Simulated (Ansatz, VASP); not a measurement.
## NaF in VASP and in Ansatz

```
CELL_PARAMETERS angstrom
0.00000 2.43947 2.26522
2.43947 0.00000 2.26522
2.43947 2.43947 0.00000
ATOMIC_POSITIONS crystal
Na 0.00000 0.00000 0.00000
F 0.50000 0.50000 0.50000
```

Change from the starting cell: strain +0.050 along x and y, -0.025 along z, atoms carried along.

Alike in both runs: task single point; functional PBEsol; k mesh 8 × 8 × 8; occupations gaussian, width 0.05 eV; no spin polarisation.

|  | VASP | Ansatz |
| --- | --- | --- |
| version | VASP 6.6.1 | Ansatz 0.2.0 |
| potentials or method | VASP PAW PBE potentials, release 64 (Na_pv, F), cutoff 520 eV | scalar-relativistic, plane waves, PAW |
| valence electrons in the cell | 14 | 16 |

Ansatz gave:

* gap on the k mesh at the Fermi level (eV): 5.78
* least direct gap on the mesh (eV): 5.78
* pressure (GPa): -2.8
* traceless stress, the component that is largest in VASP (GPa): 2.83

Problem. What did VASP give for the same quantities?

Solution. gap on the k mesh at the Fermi level (eV): 5.76; least direct gap on the mesh (eV): 5.76; pressure (GPa): -2.9; traceless stress, the component that is largest in VASP (GPa): 2.97.

VASP's potentials were made for PBE, not for PBEsol. VASP's potentials hold 14 valence electrons a cell and Ansatz's 16, so a difference there can come from the potentials and not from the codes.
